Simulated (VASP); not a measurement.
# CoO (R-3m) in VASP: a series of runs

CoO is run at these levels: PBE; tasks: relaxation of shape and atoms at fixed volume.

Program: VASP 6.6.1. These are calculated values, not measurements. Logs are shortened: lines on timing, memory, paths and dates and some standing lists are left out, and cuts for length are marked.

**1. The cell of the first run**

The structure is trigonal, space group R-3m (No. 166). Conventional cell: a = 3.026 Å, b = 3.026 Å, c = 6.547 Å, α = 90.00°, β = 90.00°, γ = 120.00°. Within 2.8 Å of Co (site symmetry -3m) lie 6 O at 2.06 Å and 6 Co at 2.80 Å. O (site symmetry -3m) has 6 Co at 2.06 Å and 6 O at 2.80 Å within 2.8 Å.

**2. Relaxation of shape and atoms at fixed volume, PBE, collinear spin, ferromagnetic start (8.65 Å³/atom)**

Input file INCAR:

```
ALGO     = Fast           # electronic algorithm
EDIFF    = 1E-7           # SCF threshold, eV
EDIFFG   = -0.01          # ionic threshold
ENCUT    = 600            # plane-wave cutoff, eV
GGA      = PE             # functional
IBRION   = 2              # ionic algorithm
ISIF     = 4              # what is computed and relaxed
ISMEAR   = 0              # smearing method
ISPIN    = 2              # spin polarisation
LASPH    = True           # aspherical terms in the spheres
LCHARG   = False          # write CHGCAR
LMAXMIX  = 4              # l up to which the mixer works
LORBIT   = 11             # projections on sites
LREAL    = False          # projectors in reciprocal space
LWAVE    = False          # write WAVECAR
MAGMOM   = 2.7 0.34       # initial moments
NELM     = 150            # most SCF steps
NSW      = 50             # ionic steps
PREC     = Accurate       # precision mode
SIGMA    = 0.1            # smearing width, eV
```

Input file KPOINTS:

```
k-points
0
Gamma
  18 18 18
```

Input file POSCAR:

```
CoO
1.0
    1.5128343199      0.8734353019      2.1824884773
   -1.5128343199      0.8734353019      2.1824884773
    0.0000000000     -1.7468706037      2.1824884774
Co O
1 1
Direct
    0.0000000000      0.0000000000      0.0000000000
    0.5000000000      0.5000000000      0.5000000000
```

Potentials or basis: VASP PAW PBE potentials, release 64 (Co, O).

Command:

```
$ cat potpaw_PBE.64/Co/POTCAR potpaw_PBE.64/O/POTCAR > POTCAR
$ mpirun -np 1 vasp_std > vasp.out
```

OUTCAR:

```text
EDIFF = 1E-7
   EDIFFG = -0.01
   ENCUT = 600
   GGA = PE
   IBRION = 2
   ISIF = 4
   ISMEAR = 0
   ISPIN = 2
   LASPH = True
   LORBIT = 11
   LREAL = False
   NELM = 150
   NSW = 50
   PREC = Accurate

 ion  position               nearest neighbor table
   1  0.000  0.000  0.000-   2 2.06   2 2.06   2 2.06   2 2.06   2 2.06   2 2.06
   2  0.500  0.500  0.500-   1 2.06   1 2.06   1 2.06   1 2.06   1 2.06   1 2.06

  LATTYP: Found a trigonal (rhomboedric) cell.
 ALAT       =     2.7954986782
 COS(alpha) =     0.4142744758

  Lattice vectors:

 A1 = (   1.5128343199,   0.8734353019,   2.1824884773)
 A2 = (  -1.5128343199,   0.8734353019,   2.1824884773)
 A3 = (   0.0000000000,  -1.7468706037,   2.1824884774)

Analysis of symmetry for initial positions (statically):
=====================================================================
 Subroutine PRICEL returns:
 Original cell was already a primitive cell.

 Routine SETGRP: Setting up the symmetry group for a
 trigonal (rhombohedral) supercell.

 Subroutine GETGRP returns: Found 12 space group operations
 (whereof 12 operations were pure point group operations)
 out of a pool of 12 trial point group operations.

The static configuration has the point symmetry D_3d.

Analysis of symmetry for dynamics (positions and initial velocities):
=====================================================================
 Subroutine PRICEL returns:
 Original cell was already a primitive cell.

 Routine SETGRP: Setting up the symmetry group for a
 trigonal (rhombohedral) supercell.

 Subroutine GETGRP returns: Found 12 space group operations
 (whereof 12 operations were pure point group operations)
 out of a pool of 12 trial point group operations.

The dynamic configuration has the point symmetry D_3d.

Analysis of structural, dynamic, and magnetic symmetry:
=====================================================================
 Subroutine PRICEL returns:
 Original cell was already a primitive cell.

 Routine SETGRP: Setting up the symmetry group for a
 trigonal (rhombohedral) supercell.

 Subroutine GETGRP returns: Found 12 space group operations
 (whereof 12 operations were pure point group operations)
 out of a pool of 12 trial point group operations.

The overall configuration has the point symmetry D_3d.

 Subroutine INISYM returns: Found 12 space group operations
 (whereof 12 operations are pure point group operations),
 and found     1 'primitive' translations

----------------------------------------------------------------------------------------

                                     Primitive cell

  volume of cell :      17.3032

  direct lattice vectors                    reciprocal lattice vectors
     1.512834320  0.873435302  2.182488477     0.330505458  0.190817415  0.152730856
    -1.512834320  0.873435302  2.182488477    -0.330505458  0.190817415  0.152730856
     0.000000000 -1.746870604  2.182488477     0.000000000 -0.381634830  0.152730856

  length of vectors
     2.795498678  2.795498678  2.795498678     0.411061867  0.411061867  0.411061867

  position of ions in fractional coordinates (direct lattice)
     0.000000000  0.000000000  0.000000000
     0.500000000  0.500000000  0.500000000

  ion indices of the primitive-cell ions
   primitive index   ion index
                 1           1
                 2           2

----------------------------------------------------------------------------------------

 KPOINTS: k-points

Automatic generation of k-mesh.
 Grid dimensions read from file:
 generate k-points for:   18   18   18

 Generating k-lattice:

  Cartesian coordinates                     Fractional coordinates (reciprocal lattice)
     0.018361414  0.010600968  0.008485048     0.055555556  0.000000000  0.000000000
    -0.018361414  0.010600968  0.008485048     0.000000000  0.055555556  0.000000000
     0.000000000 -0.021201935  0.008485048     0.000000000  0.000000000  0.055555556

  Length of vectors
     0.022836770  0.022836770  0.022836770

  Shift w.r.t. Gamma in fractional coordinates (k-lattice)
     0.000000000  0.000000000  0.000000000

 Subroutine IBZKPT returns following result:
 ===========================================

 Found    580 irreducible k-points:

 Following reciprocal coordinates:
            Coordinates               Weight
  0.000000  0.000000  0.000000      1.000000
  0.055556 -0.000000 -0.000000      6.000000
  0.111111 -0.000000 -0.000000      6.000000
  0.166667 -0.000000  0.000000      6.000000
  0.222222 -0.000000 -0.000000      6.000000
  0.277778 -0.000000 -0.000000      6.000000
[... 16 lines left out ...]
 -0.277778  0.055556 -0.000000     12.000000
 -0.222222  0.055556  0.000000     12.000000
 [... further k-points ...]
   k-points           NKPTS =    580   k-points in BZ     NKDIM =    580   number of bands    NBANDS=     13
   number of dos      NEDOS =    301   number of ions     NIONS =      2
   total plane-waves  NPLWV =  13824
   dimension x,y,z NGX =    24 NGY =   24 NGZ =   24
   dimension x,y,z NGXF=    48 NGYF=   48 NGZF=   48
   ions per type =               1   1
   NGX,Y,Z   is equivalent  to a cutoff of  14.27, 14.27, 14.27 a.u.
   NGXF,Y,Z  is equivalent  to a cutoff of  28.55, 28.55, 28.55 a.u.
 SYSTEM =  unknown system
   PREC   = accura    normal or accurate (medium, high low for compatibility)
   ISTART =      0    job   : 0-new  1-cont  2-samecut
   ICHARG =      2    charge: 1-file 2-atom 10-const
   ISPIN  =      2    spin polarized calculation?
   LNONCOLLINEAR =      F non collinear calculations
   LSORBIT =      F    spin-orbit coupling
   LASPH  =      T    aspherical Exc in radial PAW
   ENCUT  =  600.0 eV  44.10 Ry    6.64 a.u.   5.58  5.58  5.58*2*pi/ulx,y,z
   NELM   =    150;   NELMIN=  2; NELMDL= -5     # of ELM steps
   EDIFF  = 0.1E-06   stopping-criterion for ELM
   LREAL  =      F    real-space projection
   EDIFFG = -.1E-01   stopping-criterion for IOM
   NSW    =     50    number of steps for IOM
   IBRION =      2    ionic relax: 0-MD 1-quasi-New 2-CG
   NFREE  =      1    steps in history (QN), initial steepest desc. (CG)
   ISIF   =      4    stress and relaxation
   ISYM   =      2    0-nonsym 1-usesym 2-fastsym
   POTIM  = 0.5000    time-step for ionic-motion
   TEBEG  =    0.0;   TEEND  =   0.0 temperature during run
   PSTRESS=    0.0 pullay stress
   NELECT =      15.0000    total number of electrons
   NUPDOWN=      -1.0000    fix difference up-down
   EMIN   =  10.00;   EMAX   =-10.00  energy-range for DOS
   EFERMI =   0.00;   METHOD = LEGACY
   ISMEAR =     0;   SIGMA  =   0.10  broadening in eV -4-tet -1-fermi 0-gaus
   EFERMI_NEDOS =   21; number of points for ismear=-14 and -15
   IALGO  =     68    algorithm
   IMIX   =      4    mixing-type and parameters
     AMIX     =   0.40;   BMIX     =  1.00
     AMIX_MAG =   1.60;   BMIX_MAG =  1.00
  volume/ion in A,a.u.               =       8.65        58.38
  Fermi-wavevector in a.u.,A,eV,Ry     =   1.560978  2.949821 33.152672  2.436653
  Thomas-Fermi vector in A             =   2.664111
   LORBIT       =     11    0 simple, 1 ext, 2 COOP (PROOUT), +10 PAW based schemes
   GGA     = PE    functional components
   LHFCALC =     F    Hartree Fock is set to
   AEXX    =    0.0000 exact exchange contribution
   IVDW    =     0    specifies the selected vdW correction
   LEPSILON=     F    determine dielectric tensor
   LRPA    =     F    only Hartree local field effects (RPA)
 conjugate gradient relaxation of ions
 spin polarized calculation
 RMM-DIIS sequential band-by-band and
 Gauss-broadening in eV      SIGMA  =   0.10
  energy-cutoff  :      600.00
  volume of cell :       17.30
 maximum number of plane-waves:       591
   NGX = 11   NGY = 11   NGZ = 11

--------------------------------------- Ionic step        1  -------------------------------------------

 number of electron      14.9999999 magnetization       2.4772270

 Free energy of the ion-electron system (eV)
  ---------------------------------------------------
  ext. energy  EPLUGINS =         0.00000000
  ---------------------------------------------------
  free energy    TOTEN  =       -12.98644677 eV

  energy without entropy =      -12.97094726  energy(sigma->0) =      -12.97869702

------------------------ aborting loop because EDIFF is reached ----------------------------------------

  FORCE on cell =-STRESS in cart. coord.  units (eV):
  Direction    XX          YY          ZZ          XY          YZ          ZX
  --------------------------------------------------------------------------------------
  -------------------------------------------------------------------------------------
  Total        1.7846890      1.7846890      1.6876488      0.0000000     -0.0000000      0.0000000
  in kB      165.2524113    165.2524113    156.2670234      0.0000000     -0.0000000      0.0000000
  external PRESSURE =     162.2572820 kB  Pullay stress =       0.0000000 kB
[... 57 lines left out ...]
  energy  without entropy=      -12.9711905067  energy(sigma->0) =      -12.97888656

--------------------------------------- Ionic step        3  -------------------------------------------

 number of electron      15.0000001 magnetization       2.4831391

 Free energy of the ion-electron system (eV)
  ---------------------------------------------------
  ext. energy  EPLUGINS =         0.00000000
  ---------------------------------------------------
  free energy    TOTEN  =       -12.98680007 eV

  energy without entropy =      -12.97171362  energy(sigma->0) =      -12.97925685

 E-fermi :   9.4617     XC(G=0): -13.0702

 val. band max:        9.4607795472   @ k =  -0.3889   0.5000   0.2222
 cond. band min:       9.4620911878   @ k =  -0.3889   0.5000   0.1667
 fundamental gap:      0.0013116405
 Fermi energy:         9.4617371963

 spin component 1

 k-point     1 :       0.0000    0.0000    0.0000
  band No.  band energies     occupation
      1     -11.7276      1.00000
      2       5.6779      1.00000
      3       5.6779      1.00000
      4       6.0532      1.00000
      5       6.0532      1.00000
      6       6.4363      1.00000
      7       6.4416      1.00000
      8       6.4416      1.00000
      9       6.8384      1.00000
     10      11.1680      0.00000
     11      26.6129      0.00000
     12      27.4288      0.00000
     13      27.4288      0.00000
[... 353 lines left out ...]
 k-point    24 :      -0.2222    0.0556    0.0000
  band No.  band energies     occupation
      1     -11.1046      1.00000
      2       2.5632      1.00000
      3       3.7355      1.00000
      4       4.2870      1.00000
      5       6.6502      1.00000
      6       6.9743      1.00000
      7       7.2097      1.00000
      8       8.2644      1.00000
      9       8.8680      1.00000
     10      13.7947      0.00000
     11      21.6468      0.00000
     12      25.3362      0.00000
     13      27.9340      0.00000

 [... further k-points ...]

 spin component 2

 k-point     1 :       0.0000    0.0000    0.0000
  band No.  band energies     occupation
      1     -11.3600      1.00000
      2       6.0631      1.00000
      3       6.0631      1.00000
      4       6.9135      1.00000
      5       7.8007      1.00000
      6       7.8007      1.00000
      7       8.4191      1.00000
      8       9.3759      0.88759
      9       9.3759      0.88759
     10      11.6748      0.00000
     11      26.5805      0.00000
     12      27.9171      0.00000
     13      27.9171      0.00000
[... 397 lines left out ...]
  FREE ENERGIE OF THE ION-ELECTRON SYSTEM (eV)
  ---------------------------------------------------
  free  energy   TOTEN  =       -12.9868000738 eV

  energy  without entropy=      -12.9717136189  energy(sigma->0) =      -12.97925685

 reached required accuracy - stopping structural energy minimisation

 total charge

# of ion       s       p       d       tot
------------------------------------------
    1        0.327   0.429   7.253   8.009
    2        1.557   3.460   0.000   5.017
--------------------------------------------------
tot          1.884   3.889   7.253  13.026

 magnetization (x)

# of ion       s       p       d       tot
------------------------------------------
    1        0.020   0.019   2.196   2.235
    2        0.030   0.181   0.000   0.211
--------------------------------------------------
tot          0.050   0.200   2.196   2.446
```

It took 20 min on 1 thread of Oxide Virtual Turin-like, shared host; peak memory 0.35 GiB.

Results:

```yaml
Free_energy: -12.9868 eV
Energy_gained_by_relaxing: 0.2 meV/atom
Ionic_steps: 3
Pressure_after_relaxing: 16.0 GPa
Net_moment: 2.48 μB per cell
Site_moments: Co +2.23; O +0.21 μB
Valence_electrons_inside_the_program's_atomic_spheres: Co 8.01; O 5.02
```

Step by step:
```
step  energy change (eV)  largest force (eV/Å)  pressure (GPa)  volume (Å³)
   1              0.0000                0.0000           16.23        17.30
   2             -0.0001                0.0000           16.18        17.30
   3             -0.0004                0.0000           16.01        17.30
```

Final structure:
```cif
data_structure
_symmetry_space_group_name_H-M 'P 1'
_symmetry_Int_Tables_number 1
_cell_length_a 2.7883
_cell_length_b 2.7883
_cell_length_c 2.7883
_cell_angle_alpha 65.948
_cell_angle_beta 65.948
_cell_angle_gamma 65.948
_cell_volume 17.30
loop_
_atom_site_label
_atom_site_type_symbol
_atom_site_fract_x
_atom_site_fract_y
_atom_site_fract_z
_atom_site_occupancy
Co1 Co 0.00000 0.00000 0.00000 1
O1 O 0.50000 0.50000 0.50000 1
```

Caveat: a cell with one magnetic atom can't hold antiferromagnetic order, which such compounds often take; semilocal functionals often make such compounds metallic where correlation or magnetic order opens a gap, which also shifts bond lengths.

**3. Relaxation of shape and atoms at fixed volume, PBE, collinear spin, ferromagnetic start (8.37 Å³/atom)**

This run uses another cell than the first one, of 8.37 Å³/atom.

Input file INCAR:

```
ALGO = Normal
EDIFF = 1E-6
EDIFFG = -0.01
ENCUT = 600
GGA = PE
IBRION = 2
ISIF = 4
ISMEAR = 0
ISPIN = 2
LASPH = True
LCHARG = False
LMAXMIX = 4
LORBIT = 11
LREAL = False
LWAVE = False
MAGMOM = 2.7 0.34
NELM = 150
NSW = 50
PREC = Accurate
SIGMA = 0.1
```

KPOINTS is that of step 2.

Input file POSCAR:

```
CoO
1.0
    1.5034230301      0.8680016912      2.1370445634
   -1.5034230301      0.8680016912      2.1370445634
    0.0000000000     -1.7360033822      2.1370445635
Co O
1 1
Direct
    0.0000000000      0.0000000000      0.0000000000
    0.5000000000      0.5000000000      0.5000000000
```

Potentials or basis: VASP PAW PBE potentials, release 64 (Co, O).

Command:

```
$ cat potpaw_PBE.64/Co/POTCAR potpaw_PBE.64/O/POTCAR > POTCAR
$ mpirun -np 1 vasp_std > vasp.out
```

Wall time 12 min (1 thread of Oxide Virtual Turin-like, shared host); peak memory 0.34 GiB.

Results (log left out):

| Property | Result |
| --- | --- |
| Free energy | -12.9149 eV |
| Energy gained by relaxing | 0.2 meV/atom |
| Ionic steps | 3 |
| Pressure after relaxing | 23.8 GPa |
| Net moment | 2.36 μB per cell |
| Site moments | Co +2.13; O +0.19 μB |
| Valence electrons inside the program's atomic spheres | Co 8.09; O 5.03 |

Stress tensor (GPa, compression positive):
```
23.81  0.00  0.00
 0.00 23.81  0.00
 0.00  0.00 23.66
```

The path:
```
step  energy change (eV)  largest force (eV/Å)  pressure (GPa)  volume (Å³)
   1              0.0000                0.0000           23.83        16.73
   2             -0.0001                0.0000           23.90        16.73
   3             -0.0003                0.0000           23.76        16.73
```

Final structure:
```cif
data_structure
_symmetry_space_group_name_H-M 'P 1'
_symmetry_Int_Tables_number 1
_cell_length_a 2.7467
_cell_length_b 2.7467
_cell_length_c 2.7467
_cell_angle_alpha 66.595
_cell_angle_beta 66.595
_cell_angle_gamma 66.595
_cell_volume 16.73
loop_
_atom_site_label
_atom_site_type_symbol
_atom_site_fract_x
_atom_site_fract_y
_atom_site_fract_z
_atom_site_occupancy
Co1 Co 0.00000 0.00000 0.00000 1
O1 O 0.50000 0.50000 0.50000 1
```

Levels at points of the mesh, in eV from the Fermi level:
Spin up:
```tsv
k point	band 5	band 6	band 7	band 8	band 9	band 10	band 11	band 12	band 13
(0.00, 0.00, 0.00)	-3.47	-3.12	-2.98	-2.98	-2.57	1.94	17.29	18.14	18.14
(0.50, 0.00, 0.00)	-2.46	-2.15	-1.33	0.36	0.68	5.74	10.20	14.31	17.10
(0.50, 0.50, 0.00)	-4.24	-2.71	-1.96	-1.74	-1.66	6.99	10.59	12.93	16.27
(0.50, 0.50, 0.50)	-1.85	-1.85	-1.08	0.80	0.80	4.66	12.43	12.43	12.84
```
Spin down:
```csv
k point,band 2,band 3,band 4,band 5,band 6,band 7,band 8,band 9,band 10,band 11
"(0.00, 0.00, 0.00)",-3.61,-3.61,-2.67,-1.82,-1.82,-1.08,-0.16,-0.16,2.43,17.26
"(0.50, 0.00, 0.00)",-9.08,-5.88,-4.88,-0.70,-0.57,0.48,2.62,2.97,5.97,10.78
"(0.50, 0.50, 0.00)",-7.59,-5.32,-4.04,-2.93,-0.03,-0.03,0.51,1.00,7.76,10.92
"(0.50, 0.50, 0.50)",-8.58,-6.42,-6.42,0.06,0.06,0.39,3.13,3.13,4.88,12.89
```

Caveat: a cell with one magnetic atom can't hold antiferromagnetic order, which such compounds often take; semilocal functionals often make such compounds metallic where correlation or magnetic order opens a gap, which also shifts bond lengths.

(Continued in part 2 of 2.)
